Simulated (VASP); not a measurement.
## NiO: single point with r2SCAN+D3(BJ)

The system is NiO.

```
CELL_PARAMETERS angstrom
0.00000 2.07190 2.07190
2.07190 0.00000 2.07190
2.07190 2.07190 0.00000
ATOMIC_POSITIONS crystal
Ni 0.00000 0.00000 0.00000
O 0.50000 0.50000 0.50000
```

```
Program             : VASP 6.6.1
Task                : single point
Functional          : r2SCAN
Dispersion          : D3(BJ)
Potentials or basis : VASP PAW PBE potentials, release 64 (Ni, O)
Cutoff              : 520 eV
k mesh              : 11 × 11 × 11
Occupations         : fermi-dirac, width 0.05 eV
Spin                : collinear spin, ferromagnetic start
Starting moments    : [1.0, 0.0] μB
```

```yaml
Pressure: 6.3 GPa
Band_gap_on_the_k_mesh: 0.67 eV, indirect (least direct gap 1.67 eV)
Net_moment: 2.00 μB per cell
Site_moments: Ni +1.69; O +0.28 μB
Valence_electrons_inside_the_program's_atomic_spheres: Ni 8.97; O 5.07
Dispersion_energy_per_atom: -0.128 eV
```

Levels at points of the mesh, in eV from the valence-band top:
Spin up:
```tsv
k point	band 7	band 8	band 9	band 10	band 11	band 12
(0.00, 0.00, 0.00)	-2.91	-2.91	-2.91	2.32	18.90	19.85
```
Spin down:
| k point | band 3 | band 4 | band 5 | band 6 | band 7 | band 8 | band 9 | band 10 | band 11 | band 12 |
| --- | --- | --- | --- | --- | --- | --- | --- | --- | --- | --- |
| (0.00, 0.00, 0.00) | -2.28 | -2.28 | -2.22 | -2.22 | -2.22 | 0.67 | 0.67 | 2.89 | 18.99 | 20.19 |

Wall time 3.4 min on 1 thread of Intel Xeon 8259CL (shared host), peak memory 0.19 GiB.

Caveat: the PAW data sets were made with another functional, which shifts forces and pressure a little; a cell with one magnetic atom can't hold antiferromagnetic order, which such compounds often take. r2SCAN opens gaps a little over a GGA but as a rule still falls short of measured ones.
